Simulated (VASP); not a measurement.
The system is C.

```
CELL_PARAMETERS angstrom
1.22803 0.70900 3.34701
-1.22803 0.70900 3.34701
0.00000 -1.41801 3.34701
ATOMIC_POSITIONS crystal
C 0.83600 0.83600 0.83600
C 0.16400 0.16400 0.16400
```

- Program: VASP 6.6.1
- Task: relaxation of cell and atoms
- Functional: LDA
- Potentials or basis: VASP PAW LDA potentials, release 64 (C)
- Cutoff: 600 eV
- k mesh: 16 × 16 × 16
- Occupations: fermi-dirac, width 0.05 eV
- Spin: no spin polarisation

At the start: pressure -3.8 GPa; volume 8.74 Å³/atom.

Problem. How do energy, volume and symmetry change on relaxing?

Solution. Over 20 steps the energy falls by 13.3 meV/atom and the volume is 8.53 Å³/atom (-2.4 %); space group R-3m (No. 166, to 0.1 Å) before and after.

Step by step:
```csv
step,energy change (eV),largest force (eV/Å),pressure (GPa),volume (Å³)
1,0.0000,0.9060,-3.77,17.48
2,-0.0030,0.5944,8.33,16.97
3,-0.0245,0.1292,2.42,17.22
4,-0.0218,0.2077,-4.21,17.46
5,-0.0262,0.0003,-0.21,17.31
6,-0.0262,0.0026,-0.12,17.31
7,-0.0262,0.0014,-0.09,17.29
8,-0.0263,0.0021,0.01,17.25
9,-0.0265,0.0093,0.07,17.17
10,-0.0265,0.0238,0.32,16.99
11,-0.0265,0.0177,0.23,17.06
12,-0.0265,0.0052,-0.12,17.06
13,-0.0265,0.0077,-0.06,17.06
14,-0.0265,0.0086,-0.01,17.06
15,-0.0265,0.0132,0.10,17.06
16,-0.0265,0.0099,0.01,17.06
17,-0.0265,0.0093,-0.03,17.06
18,-0.0265,0.0089,-0.03,17.06
19,-0.0265,0.0022,0.01,17.06
20,-0.0265,0.0005,0.02,17.06
```

Final structure:
```
C
1.0
     1.22297    0.70608    3.29241
    -1.22297    0.70608    3.29241
     0.00000   -1.41217    3.29241
C
2
Direct
  0.83339 0.83339 0.83339
  0.16661 0.16661 0.16661
```
